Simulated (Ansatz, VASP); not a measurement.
Al3Cu: VASP beside Ansatz

INCAR

```
  PREC = Accurate
  ENCUT = 520
  EDIFF = 1E-6
  ISMEAR = 0
  SIGMA = 0.1
  LREAL = False
  LASPH = True
  NELM = 80
  ALGO = Normal
  ISIF = 2
  LWAVE = False
  LCHARG = False
  GGA = PS
  NBANDS = 18
```

KPOINTS

```
Automatic mesh
0
Gamma
  10 8 10
```

The input POSCAR:

```
Al3Cu
1.0
    3.9968655180      0.0000000000      0.0000000000
    0.0000000000      4.3500391080      0.0000000000
    0.0000000000      0.0000000000      3.9968655180
Al Cu
3 1
Direct
    0.0000000000      0.4950613347      0.5000000000
    0.5000000000      0.0254028580      0.5000000000
    0.5000000000      0.4950613347      0.0000000000
    0.0000000000     -0.0155255273      0.0000000000
```

Input for Ansatz:

```yaml
crystal:
  lattice:
    - [3.996865518, 0.0, 0.0]
    - [0.0, 4.350039108, 0.0]
    - [0.0, 0.0, 3.996865518]
  atoms:
    - { symbol: Al, position: [0.0, 0.4950613347, 0.5] }
    - { symbol: Al, position: [0.5, 0.025402858, 0.5] }
    - { symbol: Al, position: [0.5, 0.4950613347, 0.0] }
    - { symbol: Cu, position: [0.0, -0.0155255273, 0.0] }
basis:
  ecutwfc: 420
kpoints:
  mp_grid: { grid: [10, 8, 10] }
hamiltonian:
  xc: pbesol
scf:
  occupations: { method: gaussian, width: 0.1 }
output:
  forces: true
  stress: true
  eigenvalues: true
```

Alike in both runs: task single point; functional PBEsol; k mesh 10 × 8 × 10; occupations gaussian, width 0.1 eV; no spin polarisation.

|  | VASP | Ansatz |
| --- | --- | --- |
| version | VASP 6.6.1 | Ansatz 0.2.0 |
| potentials or method | VASP PAW PBE potentials, release 64 (Al, Cu), cutoff 520 eV | scalar-relativistic, plane waves, PAW |
| valence electrons in the cell | 20 | 28 |

Ansatz gave:

```
gap on the k mesh at the Fermi level (eV)                     : none
pressure (GPa)                                                : -10.7
traceless stress, the component that is largest in VASP (GPa) : -2.80
rms of the force components (eV/Å)                            : 0.140
```

Problem. Estimate VASP's values.

Solution. gap on the k mesh at the Fermi level (eV): none; pressure (GPa): -10.7; traceless stress, the component that is largest in VASP (GPa): -2.82; rms of the force components (eV/Å): 0.140.

VASP's potentials were made for PBE, not for PBEsol. Atom by atom the forces differ by 0.001 eV/Å (rms over components). A gap of «none» marks a metal or a gap that the smearing closes. With one functional, cell and mesh, what is left measures potentials, basis and numerics. VASP's potentials hold 20 valence electrons a cell and Ansatz's 28, so a difference there can come from the potentials and not from the codes.
